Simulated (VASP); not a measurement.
# C (Amm2) in VASP: further runs, part 2 of 2

VASP 6.6.1. The steps go on from the part before.

## 5. Single point, PBE (atoms displaced along a vibrational mode, the cell strained)

INCAR

```
SYSTEM = C
ALGO = Normal
EDIFF = 1E-6
ENCUT = 520
GGA = PE
ISIF = 2
ISMEAR = 0
LASPH = .True.
LCHARG = .False.
LREAL = .False.
LWAVE = .False.
NBANDS = 26
NELM = 60
PREC = Accurate
SIGMA = 0.05
```

KPOINTS

```
k-points
0
Gamma
  12 12 4
  0 0 0
```

POSCAR

```
C
1.0
    2.5810158241      0.0000000000      0.0000000000
   -1.2905079120      2.2352252712      0.0000000000
    0.0000000000      0.0000000000      8.5123092337
C
8
Direct
   -0.0027514005     -0.0055028011      0.0929732494
   -0.0027514005     -0.0055028011      0.5929732494
   -0.0027514005     -0.0055028011      0.4070267506
   -0.0027514005     -0.0055028011      0.9070267506
    0.3360847339      0.6721694677      0.1555299995
    0.6694180672      0.3388361344      0.6555299995
    0.3360847339      0.6721694677      0.3444700005
    0.6694180672      0.3388361344      0.8444700005
```

Potentials or basis: VASP PAW PBE potentials, release 64 (C).

Run with:

```
> cat potpaw_PBE.64/C/POTCAR > POTCAR
> mpirun -np 1 vasp_std > vasp.out
```

OUTCAR:

```text
SYSTEM = C
   EDIFF = 1E-6
   ENCUT = 520
   GGA = PE
   ISIF = 2
   ISMEAR = 0
   LASPH = .True.
   LREAL = .False.
   NELM = 60
   PREC = Accurate

 ion  position               nearest neighbor table
   1  0.997  0.994  0.093-   5 1.57   5 1.57   4 1.58   5 1.61
   2  0.997  0.994  0.593-   6 1.56   3 1.58   6 1.59   6 1.59
   3  0.997  0.994  0.407-   7 1.57   7 1.57   2 1.58   7 1.61
[... 914 lines left out ...]
  -------------------------------------------------------------------------------------
  Total       -8.3934589     -8.3337335     -8.4642070     -0.0000000      0.0000000      0.0000000
  in kB     -273.8370402   -271.8884966   -276.1451996     -0.0000000      0.0000000      0.0000000
  external PRESSURE =    -273.9569121 kB  Pullay stress =       0.0000000 kB

 VOLUME and BASIS-vectors are now :
 -----------------------------------------------------------------------------
  energy-cutoff  :      520.00
  volume of cell :       49.11
      direct lattice vectors                 reciprocal lattice vectors
     2.581015824  0.000000000  0.000000000     0.387444351  0.223691100  0.000000000
    -1.290507912  2.235225271  0.000000000     0.000000000  0.447382200  0.000000000
     0.000000000  0.000000000  8.512309234     0.000000000  0.000000000  0.117476935

 POSITION                                       TOTAL-FORCE (eV/Angst)
 -----------------------------------------------------------------------------------
      1.29051      2.22293      0.79142         0.000000      0.626799      0.005090
      1.29051      2.22293      5.04757         0.000000      0.665792      0.004321
      1.29051      2.22293      3.46474         0.000000      0.626799     -0.005090
      1.29051      2.22293      7.72089         0.000000      0.665792     -0.004321
      0.00000      1.50245      1.32392        -0.000000     -0.627067     -0.036616
      1.29051      0.75738      5.58007        -0.000000     -0.665524     -0.035873
      0.00000      1.50245      2.93224        -0.000000     -0.627067      0.036616
      1.29051      0.75738      7.18839        -0.000000     -0.665524      0.035873
 -----------------------------------------------------------------------------------
    total drift:                               -0.000000      0.000236     -0.000000

  FREE ENERGIE OF THE ION-ELECTRON SYSTEM (eV)
  ---------------------------------------------------
  free  energy   TOTEN  =       -72.3293978668 eV

  energy  without entropy=      -72.3293978668  energy(sigma->0) =      -72.32939787
```

OSZICAR:

```text
N       E                     dE             d eps       ncg     rms          rms(c)
DAV:   1     0.619004810787E+02    0.61900E+02   -0.16377E+04  6708   0.119E+03
DAV:   2    -0.691914837748E+02   -0.13109E+03   -0.12306E+03  8918   0.223E+02
DAV:   3    -0.742663498157E+02   -0.50749E+01   -0.50334E+01  9102   0.387E+01
DAV:   4    -0.743195576934E+02   -0.53208E-01   -0.53086E-01  8720   0.432E+00
DAV:   5    -0.743206259995E+02   -0.10683E-02   -0.10670E-02  9008   0.557E-01    0.100E+01
DAV:   6    -0.728274703592E+02    0.14932E+01   -0.99013E-01  7794   0.520E+00    0.597E+00
DAV:   7    -0.723260790146E+02    0.50139E+00   -0.12301E+00  7984   0.598E+00    0.119E+00
DAV:   8    -0.723291037227E+02   -0.30247E-02   -0.29145E-02  8722   0.906E-01    0.103E-01
DAV:   9    -0.723293192986E+02   -0.21558E-03   -0.65189E-04  8862   0.163E-01    0.335E-02
DAV:  10    -0.723293829790E+02   -0.63680E-04   -0.59775E-05  8374   0.504E-02    0.132E-02
DAV:  11    -0.723293976523E+02   -0.14673E-04   -0.13656E-05  8214   0.248E-02    0.174E-03
DAV:  12    -0.723293978668E+02   -0.21451E-06   -0.39409E-07  6458   0.428E-03
   1 F= -.72329398E+02 E0= -.72329398E+02  d E =-.147613E-13
```

Run time: 65 s. Hardware: 1 thread of Intel Xeon 6975P-C (Granite Rapids), shared host; peak memory 0.23 GiB.

Results:

```yaml
Free_energy: -72.3294 eV
Pressure: -27.4 GPa
Largest_force: 0.666 eV/Å
Band_gap_on_the_k_mesh: 4.27 eV (least direct gap 5.01 eV)
```

Forces in eV/Å, atoms in the order of the input:
```
C    0.000  0.627  0.005
C    0.000  0.666  0.004
C    0.000  0.627 -0.005
C    0.000  0.666 -0.004
C    0.000 -0.627 -0.037
C    0.000 -0.666 -0.036
C    0.000 -0.627  0.037
C    0.000 -0.666  0.036
```

Caveat: the cell differs from its parent crystal (atoms displaced along a vibrational mode, the cell strained); the cell stands under tension. A k mesh can miss the band edges.

## 6. Single point, PBE (atoms displaced along a vibrational mode, the cell strained)

INCAR

```
ALGO = Normal ; EDIFF = 1E-6
ENCUT = 520 ; GGA = PE
ISIF = 2 ; ISMEAR = 0
LASPH = T ; LCHARG = T
LELF = T ; LREAL = F
LVHAR = T ; LWAVE = F
NBANDS = 26 ; NELM = 80
PREC = Accurate ; SIGMA = 0.05
```

KPOINTS

```
k-points
0
Gamma
  12 12 4
```

POSCAR

```
C
1.0
    2.5810158241      0.0000000000      0.0000000000
   -1.2905079120      2.2352252712      0.0000000000
    0.0000000000      0.0000000000      8.5123092337
C
8
Direct
   -0.0137570027     -0.0275140053      0.0929732494
   -0.0137570027     -0.0275140053      0.5929732494
   -0.0137570027     -0.0275140053      0.4070267506
   -0.0137570027     -0.0275140053      0.9070267506
    0.3470903360      0.6941806720      0.1555299995
    0.6804236693      0.3608473387      0.6555299995
    0.3470903360      0.6941806720      0.3444700005
    0.6804236693      0.3608473387      0.8444700005
```

Potentials or basis: VASP PAW PBE potentials, release 64 (C).

Run with:

```
> cat potpaw_PBE.64/C/POTCAR > POTCAR
> mpirun -np 1 vasp_std > vasp.out
```

OUTCAR:

```text
EDIFF = 1E-6
   ENCUT = 520
   GGA = PE
   ISIF = 2
   ISMEAR = 0
   LASPH = T
   LREAL = F
   NELM = 80
   PREC = Accurate

 ion  position               nearest neighbor table
   1  0.986  0.972  0.093-   5 1.53   5 1.53   4 1.58   5 1.70
   2  0.986  0.972  0.593-   6 1.47   3 1.58   6 1.64   6 1.64
   3  0.986  0.972  0.407-   7 1.53   7 1.53   2 1.58   7 1.70
   4  0.986  0.972  0.907-   8 1.47   1 1.58   8 1.64   8 1.64
   5  0.347  0.694  0.156-   1 1.53   1 1.53   7 1.61   1 1.70
   6  0.680  0.361  0.656-   2 1.47   8 1.61   2 1.64   2 1.64
   7  0.347  0.694  0.344-   3 1.53   3 1.53   5 1.61   3 1.70
   8  0.680  0.361  0.844-   4 1.47   6 1.61   4 1.64   4 1.64

  LATTYP: Found a hexagonal cell.
 ALAT       =     2.5810158241
 C/A-ratio  =     3.2980461236

  Lattice vectors:

 A1 = (   2.5810158241,   0.0000000000,   0.0000000000)
 A2 = (  -1.2905079120,   2.2352252712,   0.0000000000)
 A3 = (   0.0000000000,   0.0000000000,   8.5123092337)

Analysis of symmetry for initial positions (statically):
[... 195 lines left out ...]
  band No.  band energies     occupation
      1     -11.8837      2.00000
      2     -10.3371      2.00000
      3     -10.2369      2.00000
      4      -6.6765      2.00000
      5      -3.9478      2.00000
      6       2.1908      2.00000
[... 685 lines left out ...]
     25      19.2029      0.00000
     26      20.3895      0.00000

 [... further k-points ...]

------------------------ aborting loop because EDIFF is reached ----------------------------------------

  FORCE on cell =-STRESS in cart. coord.  units (eV):
  Direction    XX          YY          ZZ          XY          YZ          ZX
  --------------------------------------------------------------------------------------
  -------------------------------------------------------------------------------------
  Total       -7.4465975     -5.8708094     -7.6592086     -0.0000000      0.0000000      0.0000000
  in kB     -242.9456363   -191.5354677   -249.8820858     -0.0000000      0.0000000      0.0000000
  external PRESSURE =    -228.1210633 kB  Pullay stress =       0.0000000 kB

 VOLUME and BASIS-vectors are now :
 -----------------------------------------------------------------------------
  energy-cutoff  :      520.00
  volume of cell :       49.11
      direct lattice vectors                 reciprocal lattice vectors
     2.581015824  0.000000000  0.000000000     0.387444351  0.223691100  0.000000000
    -1.290507912  2.235225271  0.000000000     0.000000000  0.447382200  0.000000000
     0.000000000  0.000000000  8.512309234     0.000000000  0.000000000  0.117476935

 POSITION                                       TOTAL-FORCE (eV/Angst)
 -----------------------------------------------------------------------------------
      1.29051      2.17373      0.79142         0.000000      2.714643     -0.363722
      1.29051      2.17373      5.04757         0.000000      3.705194     -0.461149
      1.29051      2.17373      3.46474         0.000000      2.714643      0.363722
      1.29051      2.17373      7.72089         0.000000      3.705194      0.461149
      0.00000      1.55165      1.32392        -0.000000     -2.720907      0.357684
      1.29051      0.80658      5.58007        -0.000000     -3.698930      0.452556
      0.00000      1.55165      2.93224        -0.000000     -2.720907     -0.357684
      1.29051      0.80658      7.18839        -0.000000     -3.698930     -0.452556
 -----------------------------------------------------------------------------------
    total drift:                                0.000000     -0.000050     -0.000000

  FREE ENERGIE OF THE ION-ELECTRON SYSTEM (eV)
  ---------------------------------------------------
  free  energy   TOTEN  =       -71.5688330451 eV

  energy  without entropy=      -71.5688330451  energy(sigma->0) =      -71.56883305
```

It took 73 s on 1 thread of Intel Xeon 6975P-C (Granite Rapids), shared host; peak memory 0.23 GiB.

What came out:

| Property | Result |
| --- | --- |
| Free energy | -71.5688 eV |
| Pressure | -22.8 GPa |
| Largest force | 3.734 eV/Å |
| Band gap on the k mesh | 2.90 eV (least direct gap 3.27 eV) |

Forces on the atoms (eV/Å):
```
C    0.000  2.715 -0.364
C    0.000  3.705 -0.461
C    0.000  2.715  0.364
C    0.000  3.705  0.461
C    0.000 -2.721  0.358
C    0.000 -3.699  0.453
C    0.000 -2.721 -0.358
C    0.000 -3.699 -0.453
```

Stress tensor (GPa, compression positive):
```
-24.29   0.00   0.00
  0.00 -19.15   0.00
  0.00   0.00 -24.99
```

Caveat: the cell differs from its parent crystal (atoms displaced along a vibrational mode, the cell strained); the cell stands under tension; forces of over 1 eV/Å act on the atoms, so gaps and moduli don't describe the material at rest. A k mesh can miss the band edges.

## 7. The runs side by side

| cell | gap on the mesh (eV) | pressure (GPa) | largest force (eV/Å) |
| --- | --- | --- | --- |
| a = 2.560, b = 2.560, c = 8.443 Å, angles 90.0, 90.0, 120.0°, 8 atoms, atomic positions A | 4.12 | -18.4 | 1.45 |
| a = 2.560, b = 2.560, c = 8.443 Å, angles 90.0, 90.0, 120.0°, 8 atoms, atomic positions B | 3.40 | -16.0 | 3.06 |
| a = 2.581, b = 2.581, c = 8.512 Å, angles 90.0, 90.0, 120.0°, 8 atoms, atomic positions C | 3.75 | -25.9 | 2.12 |
| a = 2.581, b = 2.581, c = 8.512 Å, angles 90.0, 90.0, 120.0°, 8 atoms, atomic positions D | 4.27 | -27.4 | 0.67 |
| a = 2.581, b = 2.581, c = 8.512 Å, angles 90.0, 90.0, 120.0°, 8 atoms, atomic positions E | 2.90 | -22.8 | 3.73 |

Alike in all rows: task single point; level PBE; potentials or basis VASP PAW PBE potentials, release 64 (C); no spin polarisation; k mesh 12 × 12 × 4; cutoff (eV) 520; smearing gaussian 0.05 eV.

Caveats: the cell stands under tension; forces of over 1 eV/Å act on the atoms, so gaps and moduli don't describe the material at rest (at least some runs).

Absolute energies hang on the potentials; compare differences alone.
